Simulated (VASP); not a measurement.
A run of VASP 6.6.1:

The input POSCAR:

```
GaN
1.0
    3.2455801200      0.0000000000      0.0000000000
   -1.6227900600      2.8107548340      0.0000000000
    0.0000000000      0.0000000000      5.2852910756
Ga N
2 2
Direct
    0.3333333333      0.6666666667     -0.0008868499
    0.6666666667      0.3333333333      0.4991131501
    0.3333333333      0.6666666667      0.3758868499
    0.6666666667      0.3333333333      0.8758868499
```

Contents of INCAR.step1:

```
PREC     = Accurate       # precision mode
ENCUT    = 520            # plane-wave cutoff, eV
ISMEAR   = 0              # smearing method
SIGMA    = 0.01           # smearing width, eV
LREAL    = F              # projectors in reciprocal space
LASPH    = T              # aspherical terms in the spheres
NELM     = 60             # most SCF steps
NBANDS   = 26             # bands
GGA      = PE             # functional
ALGO     = Normal         # electronic algorithm
EDIFF    = 1E-4           # SCF threshold, eV
LWAVE    = T              # write WAVECAR
LCHARG   = F              # write CHGCAR
```

The input INCAR.step2:

```
PREC     = Accurate       # precision mode
ENCUT    = 520            # plane-wave cutoff, eV
EDIFF    = 1E-7           # SCF threshold, eV
ISMEAR   = 0              # smearing method
SIGMA    = 0.01           # smearing width, eV
LREAL    = F              # projectors in reciprocal space
LASPH    = T              # aspherical terms in the spheres
NELM     = 60             # most SCF steps
ALGO     = Normal         # electronic algorithm
ISIF     = 2              # what is computed and relaxed
LWAVE    = F              # write WAVECAR
LCHARG   = F              # write CHGCAR
METAGGA  = R2SCAN         # meta-GGA
LMIXTAU  = T            
NBANDS   = 26             # bands
ISTART   = 1
```

The input KPOINTS:

```
regular mesh
0
Gamma
  9 9 4
```

Potentials or basis: VASP PAW PBE potentials, release 64 (Ga_d, N).

Launch:

```console
$ cat potpaw_PBE.64/Ga_d/POTCAR potpaw_PBE.64/N/POTCAR > POTCAR
$ cp INCAR.step1 INCAR
$ mpirun -np 1 vasp_std > vasp.out
$ cp INCAR.step2 INCAR
$ mpirun -np 1 vasp_std > vasp.out
```

Hardware: 1 thread of AMD EPYC 9R45 96-Core Processor (Zen 5) (shared host).

Task: How long does it take, and how much memory?

Result: Run time: 120 s on 1 thread of AMD EPYC 9R45 96-Core Processor (Zen 5), with other jobs on the host, peak memory 0.16 GiB. Counts: k points 36.
